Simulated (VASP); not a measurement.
A run of VASP 6.6.1 is set up as follows.

Contents of INCAR:

```
ALGO = Normal
EDIFF = 1E-6
ENCUT = 520
GGA = PS
ISIF = 2
ISMEAR = -1
LASPH = T
LCHARG = F
LREAL = F
LWAVE = F
NBANDS = 26
NELM = 80
PREC = Accurate
SIGMA = 0.03
```

File KPOINTS:

```
k-points
0
Gamma
  9 9 2
```

Contents of POSCAR:

```
SiC
1.0
    3.0779404502      0.0000000000      0.0000000000
   -1.5389702251      2.6655746212      0.0000000000
    0.0000000000      0.0000000000     10.0759808918
Si C
4 4
Direct
    0.0000000000      0.0000000000     -0.0001559841
    0.3333333333      0.6666666667      0.2499086484
    0.0000000000      0.0000000000      0.4998440159
    0.6666666667      0.3333333333      0.7499086484
    0.0000000000      0.0000000000      0.1873004468
    0.3333333333      0.6666666667      0.4379468889
    0.0000000000      0.0000000000      0.6873004468
    0.6666666667      0.3333333333      0.9379468889
```

Potentials or basis: VASP PAW PBE potentials, release 64 (Si, C).

Command:

```sh
$ cat potpaw_PBE.64/Si/POTCAR potpaw_PBE.64/C/POTCAR > POTCAR
$ mpirun -np 1 vasp_std > vasp.out
```

Predict the band gap on the k mesh.

2.22 eV, indirect (least direct gap 3.32 eV).

Estimate the pressure.

0.4 GPa.

Caveat: the PAW data sets were made with another functional, which shifts forces and pressure a little. A k mesh can miss the band edges.
